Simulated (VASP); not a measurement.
Si2Mo: single point with revPBE+D3(BJ)+U

Crystal: Si2Mo.

```
CELL_PARAMETERS angstrom
-1.60000 1.60000 3.93050
1.60000 -1.60000 3.93050
1.60000 1.60000 -3.93050
ATOMIC_POSITIONS crystal
Mo 0.00000 0.00000 0.00000
Si 0.66700 0.66700 0.00000
Si 0.33300 0.33300 0.00000
```

```yaml
Program: VASP 6.6.1
Task: single point
Functional: revPBE
Dispersion: D3(BJ)
Potentials_or_basis: VASP PAW PBE potentials, release 64 (Mo_sv, Si)
Cutoff: 500 eV
k_mesh: 12 × 12 × 12
Occupations: fermi-dirac, width 0.1 eV
Spin: no spin polarisation
Hubbard_terms: Mo d U = 4.5 eV
```

The pressure is -6.8 GPa and the largest force is 0.418 eV/Å. The band gap on the k mesh is zero (bands 11 and 12 overlap by 0.87 eV) and the dispersion energy per atom is -1.105 eV.

Forces in eV/Å, atoms in the order of the input:
```
Mo   0.000  0.000  0.000
Si   0.000  0.000 -0.418
Si   0.000  0.000  0.418
```

Stress tensor (GPa, compression positive):
```
-6.30  0.00  0.00
 0.00 -6.30  0.00
 0.00  0.00 -7.79
```

Levels at points of the mesh, in eV from the Fermi level:
| k point | band 7 | band 8 | band 9 | band 10 | band 11 | band 12 | band 13 | band 14 | band 15 | band 16 |
| --- | --- | --- | --- | --- | --- | --- | --- | --- | --- | --- |
| (0.00, 0.00, 0.00) | -3.49 | -2.72 | -2.72 | -2.48 | 0.21 | 3.03 | 3.05 | 3.58 | 3.58 | 4.36 |
| (0.50, 0.00, 0.00) | -4.85 | -4.53 | -2.65 | -2.38 | -0.62 | 2.82 | 3.00 | 4.11 | 4.22 | 5.40 |
| (0.50, 0.50, 0.00) | -5.76 | -5.28 | -4.46 | -3.14 | -1.23 | 2.97 | 3.02 | 3.08 | 3.16 | 4.70 |
| (0.50, 0.50, 0.50) | -3.03 | -2.04 | -0.68 | -0.68 | -0.56 | -0.56 | 0.34 | 4.60 | 5.27 | 6.02 |

Eigenvalues of the final occupation matrices:
```csv
site,spin,trace,eigenvalues
site 1 d,1,2.08,0.28 0.35 0.48 0.48 0.50
site 1 d,2,2.08,0.28 0.35 0.48 0.48 0.50
```

It took 2.1 min on 1 thread of Intel(R) Xeon(R) Platinum 8259CL CPU @ 2.50GHz (Skylake/Cascade Lake) (shared host), peak memory 0.28 GiB.

Caveat: three body term missing; the cell stands under tension; the PAW data sets were made with another functional, which shifts forces and pressure a little; U without spin polarisation on a metal has little footing; the U is typed as a test and isn't derived for this compound.
